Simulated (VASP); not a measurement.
Here is a VASP 6.6.1 calculation.

File INCAR:

```
ALGO = Fast
EDIFF = 1E-6
ENCUT = 520
GGA = PS
ISIF = 2
ISMEAR = 0
LASPH = True
LCHARG = True
LELF = True
LREAL = False
LVHAR = True
LWAVE = False
NBANDS = 13
NELM = 60
PREC = Accurate
SIGMA = 0.15
```

Contents of KPOINTS:

```
k-points
0
Gamma
  20 20 20
```

POSCAR

```
Sn
1.0
   -1.6599559875      1.7108017875      2.3383420000
    1.6599559875     -1.7108017875      2.3383420000
    1.7931220125      1.8402922125     -2.3383420000
Sn
1
Direct
    0.0000000000      0.0000000000      0.0000000000
```

Potentials or basis: VASP PAW PBE potentials, release 64 (Sn_d).

Launch:

```console
$ cat potpaw_PBE.64/Sn_d/POTCAR > POTCAR
$ mpirun -np 1 vasp_std > vasp.out
```

Question: Estimate the pressure.

Answer: -3.6 GPa.

Question: What does it give for the band gap on the k mesh?

Answer: Zero (bands 7 and 8 overlap by 9.12 eV).

Stress tensor (GPa, compression positive):
```
-3.44 -0.19  0.00
-0.19 -3.83  0.00
 0.00  0.00 -3.42
```

Caveat: the cell differs from its parent crystal (strain +0.0750 x Voigt [0, 0, 0, 0, 0, 1]); the cell stands under tension; the PAW data sets were made with another functional, which shifts forces and pressure a little; spin-orbit coupling is left out, which moves the levels of the heavy elements.
